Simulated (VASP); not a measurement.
# W: single point with PBE

Crystal: W.

```
CELL_PARAMETERS angstrom
-1.59177 1.59177 1.59177
1.59177 -1.59177 1.59177
3.18353 3.18353 0.00000
ATOMIC_POSITIONS crystal
W 0.00000 0.00000 0.00000
W 0.50000 0.50000 0.50000
```

```
Program             : VASP 6.6.1
Task                : single point
Functional          : PBE
Potentials or basis : VASP PAW PBE potentials, release 64 (W_sv)
Cutoff              : 520 eV
k mesh              : 13 × 13 × 7
Occupations         : fermi-dirac, width 0.1 eV
Spin                : no spin polarisation
```

- Pressure: 0.4 GPa
- Band gap on the k mesh: zero (bands 14 and 15 overlap by 3.14 eV)

Levels at points of the mesh, in eV from the Fermi level:
| k point | band 12 | band 13 | band 14 | band 15 | band 16 | band 17 |
| --- | --- | --- | --- | --- | --- | --- |
| (0.00, 0.00, 0.00) | -1.20 | -1.20 | -1.20 | 0.62 | 2.10 | 2.22 |

It took 54 s on 1 thread of AMD EPYC 9R45 (Zen 5), on a shared host, peak memory 0.2 GiB.

Caveat: spin-orbit coupling is left out, which moves the levels of the heavy elements.
